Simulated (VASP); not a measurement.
## C: single point with PBE

Crystal: C.

```
C
1.0
     2.52055   -0.04625   -0.04625
    -1.30033    2.20598   -0.01693
    -0.22807   -0.22807   12.42911
C
12
Direct
  0.00000 0.00000 0.18686
  0.00000 0.00000 0.68686
  0.00000 0.00000 0.31314
  0.00000 0.00000 0.81314
  0.33333 0.66667 0.52077
  0.66667 0.33333 0.02077
  0.33333 0.66667 0.97923
  0.66667 0.33333 0.47923
  0.33333 0.66667 0.64510
  0.66667 0.33333 0.14510
  0.33333 0.66667 0.85490
  0.66667 0.33333 0.35490
```

| Property | Result |
| --- | --- |
| Program | VASP 6.6.1 |
| Task | single point |
| Functional | PBE |
| Potentials or basis | VASP PAW PBE potentials, release 64 (C) |
| Cutoff | 520 eV |
| k mesh | 12 × 12 × 2 |
| Occupations | gaussian, width 0.05 eV |
| Spin | no spin polarisation |

| Item | Value |
| --- | --- |
| Pressure | 1.9 GPa |
| Largest force | 0.411 eV/Å |
| Band gap on the k mesh | 3.53 eV (least direct gap 4.60 eV) |

Forces in eV/Å, atoms in the order of the input:
```
C   -0.010  0.131  0.010
C    0.348  0.198  0.094
C   -0.348 -0.198 -0.094
C    0.010 -0.131 -0.010
C    0.249  0.152  0.078
C   -0.003  0.085  0.013
C    0.003 -0.085 -0.013
C   -0.249 -0.152 -0.078
C   -0.234 -0.148 -0.068
C   -0.008 -0.084 -0.005
C    0.008  0.084  0.005
C    0.234  0.148  0.068
```

Stress tensor (GPa, compression positive):
```
 1.86 19.85 17.90
19.85  2.10 17.87
17.90 17.87  1.64
```

Levels at points of the mesh, in eV from the valence-band top:
```csv
k point,band 22,band 23,band 24,band 25,band 26,band 27
"(0.00, 0.00, 0.00)",-0.60,-0.36,0.00,4.60,5.07,5.25
"(0.50, 0.00, 0.00)",-4.64,-3.63,-3.49,3.64,4.29,4.38
"(0.00, 0.50, 0.00)",-4.31,-3.69,-3.15,4.32,4.82,4.99
"(0.50, 0.50, 0.00)",-3.99,-3.83,-2.85,5.01,5.03,5.61
"(0.00, 0.00, 0.50)",-0.72,-0.49,-0.35,4.84,5.03,5.56
"(0.50, 0.00, 0.50)",-3.93,-3.76,-3.53,3.75,3.90,4.69
"(0.00, 0.50, 0.50)",-3.63,-3.60,-3.39,4.44,4.55,4.82
"(0.50, 0.50, 0.50)",-3.89,-3.24,-3.14,5.11,5.15,5.21
```

Run time: 3.2 min on 1 thread of Intel(R) Xeon(R) 6975P-C (Granite Rapids), with other jobs on the host, peak memory 0.34 GiB.

A k mesh can miss the band edges.
